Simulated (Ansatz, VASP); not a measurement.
YSe: VASP beside Ansatz

The input INCAR:

```
PREC = Accurate
ENCUT = 520
EDIFF = 1E-6
ISMEAR = -1
SIGMA = 0.03
LREAL = F
LASPH = T
NELM = 100
ALGO = Normal
ISIF = 2
LWAVE = F
LCHARG = F
GGA = CA
NBANDS = 16
```

The input KPOINTS:

```
Automatic mesh
0
Gamma
  7 7 7
```

Contents of POSCAR:

```
YSe
1.0
    0.0000000000      2.8940402900      2.8940402900
    2.8940402900      0.0000000000      2.8940402900
    2.8940402900      2.8940402900      0.0000000000
Y Se
1 1
Direct
    0.0000000000      0.0000000000      0.0000000000
    0.5000000000      0.5000000000      0.5000000000
```

Input for Ansatz:

```yaml
crystal:
  lattice:
    - [0.0, 2.89404029, 2.89404029]
    - [2.89404029, 0.0, 2.89404029]
    - [2.89404029, 2.89404029, 0.0]
  atoms:
    - { symbol: "Y", position: [0.0, 0.0, 0.0] }
    - { symbol: Se, position: [0.5, 0.5, 0.5] }
kpoints:
  mp_grid: { grid: [7, 7, 7] }
  band_path:
    path:
      - [0.0, 0.0, 0.0]
      - [0.5, 0.0, 0.5]
      - [0.625, 0.25, 0.625]
      - [0.375, 0.375, 0.75]
      - [0.0, 0.0, 0.0]
      - [0.5, 0.5, 0.5]
      - [0.5, 0.25, 0.75]
      - [0.5, 0.0, 0.5]
    npoints: 5
scf:
  occupations: { method: fermi_dirac, width: 0.03 }
hamiltonian:
  xc: lda
  pseudopotentials: { kind: all_electron, lapw: { basis_error: 0.00025 } }
output:
  forces: true
  stress: true
  eigenvalues: true
```

Change from the starting cell: volume scaled by 1.02.

Alike in both runs: task single point; functional LDA; k mesh 7 × 7 × 7; occupations fermi-dirac, width 0.03 eV; no spin polarisation.

|  | VASP | Ansatz |
| --- | --- | --- |
| version | VASP 6.6.1 | Ansatz 0.2.0 |
| potentials or method | VASP PAW LDA potentials, release 64 (Y_sv, Se), cutoff 520 eV | all-electron LAPW, scalar-relativistic |

```tsv
	VASP	Ansatz	Ansatz less VASP
pressure (GPa)	-5.8	-6.0	-0.14
```

LDA's correlation is that of Perdew and Zunger in VASP and of Perdew and Wang (1992) in Ansatz. Ansatz ran all-electron here, and VASP with PAW potentials.
